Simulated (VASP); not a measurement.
# La (P6_3/mmc) in VASP: a series of runs

Aim: see how the results for La move with the level of theory and the settings. Levels: PBE, PBEsol+U. Tasks: relaxation of cell and atoms.

Everything below comes from runs of VASP 6.6.1. Logs are shortened: lines on timing, memory, paths and dates and some standing lists are left out, and cuts for length are marked.

## Step 1: The cell of the first run

Symmetry: P6_3/mmc, No. 194, hexagonal system. Conventional cell: a = 3.750 Å, b = 3.750 Å, c = 6.070 Å, α = 90.00°, β = 90.00°, γ = 120.00°. Within 4.9 Å of La (site symmetry -6m2) lie 12 La at 3.73 to 3.75 Å.

## Step 2: Relaxation of cell and atoms, PBE

The input, INCAR:

```
  PREC = Accurate
  ENCUT = 600
  EDIFF = 1E-6
  ISMEAR = -1
  SIGMA = 0.1
  LREAL = False
  LASPH = True
  NELM = 80
  ALGO = Normal
  ISIF = 3
  LWAVE = False
  LCHARG = False
  GGA = PE
  IBRION = 2
  NSW = 100
  EDIFFG = -0.002
```

The input, KPOINTS:

```
Automatic mesh
0
Gamma
  10 10 6
```

The input, POSCAR:

```
La
1.0
    3.7500000000      0.0000000000      0.0000000000
   -1.8750000000      3.2475952642      0.0000000000
    0.0000000000      0.0000000000      6.0700000000
La
2
Direct
    0.3333333333      0.6666666667      0.2500000000
    0.6666666667      0.3333333333      0.7500000000
```

Potentials or basis: VASP PAW PBE potentials, release 64 (La).

Started as:

```sh
cat potpaw_PBE.64/La/POTCAR > POTCAR
mpirun -np 1 vasp_std > vasp.out
```

OUTCAR:

```text
PREC = Accurate
   ENCUT = 600
   EDIFF = 1E-6
   ISMEAR = -1
   LREAL = False
   LASPH = True
   NELM = 80
   ISIF = 3
   GGA = PE
   IBRION = 2
   NSW = 100
   EDIFFG = -0.002

 ion  position               nearest neighbor table
   1  0.333  0.667  0.250-
   2  0.667  0.333  0.750-

  LATTYP: Found a hexagonal cell.
 ALAT       =     3.7500000000
 C/A-ratio  =     1.6186666667

  Lattice vectors:

 A1 = (   3.7500000000,   0.0000000000,   0.0000000000)
 A2 = (  -1.8750000000,   3.2475952642,   0.0000000000)
 A3 = (   0.0000000000,   0.0000000000,   6.0700000000)

Analysis of symmetry for initial positions (statically):
=====================================================================
 Subroutine PRICEL returns:
 Original cell was already a primitive cell.

 Routine SETGRP: Setting up the symmetry group for a
 hexagonal supercell.

 Subroutine GETGRP returns: Found 24 space group operations
 (whereof 12 operations were pure point group operations)
 out of a pool of 24 trial point group operations.

The static configuration has the point symmetry D_3d.
 The point group associated with its full space group is D_6h.

Analysis of symmetry for dynamics (positions and initial velocities):
=====================================================================
 Subroutine PRICEL returns:
 Original cell was already a primitive cell.

 Routine SETGRP: Setting up the symmetry group for a
 hexagonal supercell.

 Subroutine GETGRP returns: Found 24 space group operations
 (whereof 12 operations were pure point group operations)
 out of a pool of 24 trial point group operations.

The dynamic configuration has the point symmetry D_3d.
 The point group associated with its full space group is D_6h.

 Subroutine INISYM returns: Found 24 space group operations
 (whereof 12 operations are pure point group operations),
 and found     1 'primitive' translations

----------------------------------------------------------------------------------------

                                     Primitive cell

  volume of cell :      73.9234

  direct lattice vectors                    reciprocal lattice vectors
     3.750000000  0.000000000  0.000000000     0.266666667  0.153960072  0.000000000
[... 117 lines left out ...]
 conjugate gradient relaxation of ions
 non-spin polarized calculation
  energy-cutoff  :      600.00
  volume of cell :       73.92
 maximum number of plane-waves:      2503
 NGX is ok and might be reduce to    30
   NGX = 15   NGY = 15   NGZ = 25

--------------------------------------- Ionic step        1  -------------------------------------------

 number of electron      21.9999997 magnetization

 Free energy of the ion-electron system (eV)
  ---------------------------------------------------
  ext. energy  EPLUGINS =         0.00000000
  ---------------------------------------------------
  free energy    TOTEN  =        -9.77665909 eV

  energy without entropy =       -9.65376821  energy(sigma->0) =       -9.71521365

------------------------ aborting loop because EDIFF is reached ----------------------------------------

  FORCE on cell =-STRESS in cart. coord.  units (eV):
  Direction    XX          YY          ZZ          XY          YZ          ZX
  --------------------------------------------------------------------------------------
  -------------------------------------------------------------------------------------
  Total        0.2752068      0.2752068      0.2568764      0.0000000     -0.0000000     -0.0000000
  in kB        5.9646896      5.9646896      5.5674056      0.0000000     -0.0000000     -0.0000000
  external PRESSURE =       5.8322616 kB  Pullay stress =       0.0000000 kB
[... 89 lines left out ...]
  FREE ENERGIE OF THE ION-ELECTRON SYSTEM (eV)
  ---------------------------------------------------
  free  energy   TOTEN  =        -9.7797474591 eV

  energy  without entropy=       -9.6536697770  energy(sigma->0) =       -9.71670862

[... ionic steps 4 to 7 ...]

--------------------------------------- Ionic step        8  -------------------------------------------

 number of electron      22.0000000 magnetization

------------------------ aborting loop because EDIFF is reached ----------------------------------------
[... 67 lines left out ...]
--------------------------------------- Ionic step       10  -------------------------------------------

 number of electron      22.0000000 magnetization

 Free energy of the ion-electron system (eV)
  ---------------------------------------------------
  ext. energy  EPLUGINS =         0.00000000
  ---------------------------------------------------
  free energy    TOTEN  =        -9.77979842 eV

  energy without entropy =       -9.65359653  energy(sigma->0) =       -9.71669747

 E-fermi :   7.6827     XC(G=0):  -9.4862

 val. band max:        7.6820704067   @ k =   0.2000   0.1000   0.0000
 cond. band min:       7.6880284013   @ k =   0.3000   0.3000   0.0000
 fundamental gap:      0.0059579946
 Fermi energy:         7.6826718347

 k-point     1 :       0.0000    0.0000    0.0000
  band No.  band energies     occupation
      1     -25.1954      2.00000
      2     -25.0048      2.00000
      3      -9.5444      2.00000
      4      -8.4168      2.00000
      5      -8.4168      2.00000
      6      -8.2385      2.00000
      7      -8.2385      2.00000
      8      -8.2039      2.00000
      9       4.5019      2.00000
     10       5.9578      2.00000
     11       8.7930      0.00003
     12       8.9969      0.00000
     13       8.9969      0.00000
     14       9.2178      0.00000
[... 401 lines left out ...]
      2     -24.9577      2.00000
      3      -9.4073      2.00000
      4      -9.2131      2.00000
      5      -8.8898      2.00000
      6      -8.7234      2.00000
      7      -8.5306      2.00000
      8      -8.4513      2.00000
      9       6.2096      2.00000
     10       6.4719      1.99999
     11       7.3037      1.95579
     12       7.9227      0.16633
     13       8.5794      0.00025
     14       9.2698      0.00000
     15       9.3495      0.00000

 [... further k-points ...]

------------------------ aborting loop because EDIFF is reached ----------------------------------------

  FORCE on cell =-STRESS in cart. coord.  units (eV):
  Direction    XX          YY          ZZ          XY          YZ          ZX
  --------------------------------------------------------------------------------------
  -------------------------------------------------------------------------------------
  Total       -0.0023728     -0.0023728     -0.0036144     -0.0000000      0.0000000     -0.0000000
  in kB       -0.0502513     -0.0502513     -0.0765459     -0.0000000      0.0000000     -0.0000000
  external PRESSURE =      -0.0590162 kB  Pullay stress =       0.0000000 kB
[... 17 lines left out ...]
  FREE ENERGIE OF THE ION-ELECTRON SYSTEM (eV)
  ---------------------------------------------------
  free  energy   TOTEN  =        -9.7797984172 eV

  energy  without entropy=       -9.6535965288  energy(sigma->0) =       -9.71669747

 reached required accuracy - stopping structural energy minimisation
```

OSZICAR:

```text
N       E                     dE             d eps       ncg     rms          rms(c)
DAV:   1     0.259650534696E+03    0.25965E+03   -0.88291E+03  1680   0.225E+03
DAV:   2     0.321547346069E+02   -0.22750E+03   -0.22558E+03  2560   0.350E+02
DAV:   3    -0.525104322039E+01   -0.37406E+02   -0.36865E+02  2912   0.165E+02
DAV:   4    -0.939850191966E+01   -0.41475E+01   -0.40853E+01  3328   0.537E+01
[... 66 lines left out ...]
       N       E                     dE             d eps       ncg     rms          rms(c)
DAV:   1    -0.977980861943E+01   -0.12109E-04   -0.82413E-04  2647   0.668E-01    0.146E-02
DAV:   2    -0.977980104893E+01    0.75705E-05   -0.24640E-05  2925   0.595E-02    0.762E-03
DAV:   3    -0.977979845370E+01    0.25952E-05   -0.13703E-05  3000   0.452E-02    0.188E-03
DAV:   4    -0.977979841715E+01    0.36548E-07   -0.33376E-07  1302   0.770E-03
  10 F= -.97797984E+01 E0= -.97166975E+01  d E =-.497766E-04
```

Wall time 6.3 min (1 thread of Intel Xeon 6975P-C, shared host); peak memory 0.26 GiB.

What came out:

```yaml
Free_energy: -9.7798 eV
Relaxed_volume: 37.83 Å³/atom
Relaxed_cell: a = 3.783 Å, b = 3.783 Å, c = 6.103 Å, α = 90.00°, β = 90.00°, γ = 120.00°
Space_group_after_relaxing_to_0.05_Å: P6_3/mmc (No. 194)
Energy_gained_by_relaxing: 1.6 meV/atom
Ionic_steps: 10
Pressure_after_relaxing: 0.0 GPa
Band_gap_on_the_k_mesh: zero (band 11 reaches 8.79 eV, above the bottom of band 12 at 7.33 eV)
```

Step by step:
```
step  energy change (eV)  largest force (eV/Å)  pressure (GPa)  volume (Å³)
   1              0.0000                0.0000            0.58        73.92
   2             -0.0030                0.0000            0.08        75.37
   3             -0.0031                0.0000            0.00        75.60
   4             -0.0031                0.0000           -0.01        75.64
   5             -0.0031                0.0000           -0.01        75.64
   6             -0.0031                0.0000           -0.01        75.65
   7             -0.0031                0.0000           -0.01        75.65
   8             -0.0031                0.0000           -0.01        75.65
   9             -0.0031                0.0000            0.00        75.65
  10             -0.0031                0.0000           -0.01        75.65
```

Final structure:
```yaml
crystal:
  lattice:
    - [3.78344, 0.00000, 0.00000]
    - [-1.89172, 3.27656, 0.00000]
    - [0.00000, 0.00000, 6.10274]
  atoms:
    - { symbol: La, position: [0.33333, 0.66667, 0.25000] }
    - { symbol: La, position: [0.66667, 0.33333, 0.75000] }
```

Levels at points of the mesh, in eV from the Fermi level:
```tsv
k point	band 9	band 10	band 11	band 12	band 13	band 14
(0.00, 0.00, 0.00)	-3.18	-1.72	1.11	1.31	1.31	1.54
(0.50, 0.00, 0.00)	-1.55	-1.14	-1.11	1.14	1.22	1.29
(0.00, 0.00, 0.50)	-1.88	-1.88	0.59	0.59	1.36	1.36
(0.50, 0.00, 0.50)	-1.62	-1.62	-0.35	-0.35	1.55	1.55
```

Caveat: spin-orbit coupling is left out, which moves the levels of the heavy elements.

## Step 3: Relaxation of cell and atoms, PBEsol+U

The input, INCAR:

```
ALGO = Normal ; EDIFF = 1E-7
EDIFFG = -0.002 ; ENCUT = 600
GGA = PS ; IBRION = 2
ISIF = 3 ; ISMEAR = -1
LASPH = T ; LCHARG = F
LDAU = T ; LDAUJ = 0
LDAUL = 3 ; LDAUPRINT = 1
LDAUTYPE = 2 ; LDAUU = 8
LMAXMIX = 6 ; LREAL = F
LWAVE = F ; NELM = 150
NSW = 100 ; PREC = Accurate
SIGMA = 0.1
```

The input, KPOINTS:

```
k-points
0
Gamma
  10 10 6
```

POSCAR is that of step 2.

Potentials or basis: VASP PAW PBE potentials, release 64 (La).

Started as:

```sh
cat potpaw_PBE.64/La/POTCAR > POTCAR
mpirun -np 1 vasp_std > vasp.out
```

Wall time 5.1 min (1 thread of Intel Xeon 6975P-C, shared host); peak memory 0.26 GiB.

Results (log left out):

```
Free energy                            : -10.3447 eV
Relaxed volume                         : 36.97 Å³/atom
Relaxed cell                           : a = 3.729 Å, b = 3.729 Å, c = 6.139 Å, α = 90.00°, β = 90.00°, γ = 120.00°
Space group after relaxing (to 0.05 Å) : P6_3/mmc (No. 194)
Energy gained by relaxing              : 0.7 meV/atom
Ionic steps                            : 6
Pressure after relaxing                : 0.0 GPa
Band gap on the k mesh                 : zero (band 11 reaches 9.08 eV, above the bottom of band 12 at 7.37 eV)
```

The path:
```
step  energy change (eV)  largest force (eV/Å)  pressure (GPa)  volume (Å³)
   1              0.0000                0.0000            0.06        73.92
   2             -0.0009                0.0000           -0.02        74.07
   3             -0.0013                0.0000           -0.14        74.30
   4             -0.0013                0.0000           -0.12        74.27
   5             -0.0014                0.0000            0.01        73.92
   6             -0.0014                0.0000            0.00        73.95
```

Final structure:
```
La
1.0
     3.72946    0.00000    0.00000
    -1.86473    3.22981    0.00000
     0.00000    0.00000    6.13892
La
2
Direct
  0.33333 0.66667 0.25000
  0.66667 0.33333 0.75000
```

Levels at points of the mesh, in eV from the Fermi level:
```csv
k point,band 7,band 8,band 9,band 10,band 11,band 12,band 13,band 14,band 15
"(0.00, 0.00, 0.00)",-15.95,-15.95,-3.34,-1.87,1.22,1.36,1.36,1.97,1.97
"(0.50, 0.00, 0.00)",-16.28,-16.14,-1.71,-1.29,-1.26,1.22,1.35,1.40,2.05
"(0.00, 0.00, 0.50)",-16.04,-16.04,-2.04,-2.04,0.71,0.71,1.34,1.34,1.34
"(0.50, 0.00, 0.50)",-16.29,-16.29,-1.79,-1.79,-0.48,-0.48,2.68,2.68,2.69
```

Eigenvalues of the final occupation matrices:
| site | spin | trace | eigenvalues |
| --- | --- | --- | --- |
| site 1 f | 1 | 0.01 | 0.00 0.00 0.00 0.00 0.00 0.00 0.00 |
| site 1 f | 2 | 0.01 | 0.00 0.00 0.00 0.00 0.00 0.00 0.00 |
| site 2 f | 1 | 0.01 | 0.00 0.00 0.00 0.00 0.00 0.00 0.00 |
| site 2 f | 2 | 0.01 | 0.00 0.00 0.00 0.00 0.00 0.00 0.00 |

Caveat: the PAW data sets were made with another functional, which shifts forces and pressure a little; spin-orbit coupling is left out, which moves the levels of the heavy elements; U without spin polarisation on a metal has little footing; the U is typed as a test and isn't derived for this compound.
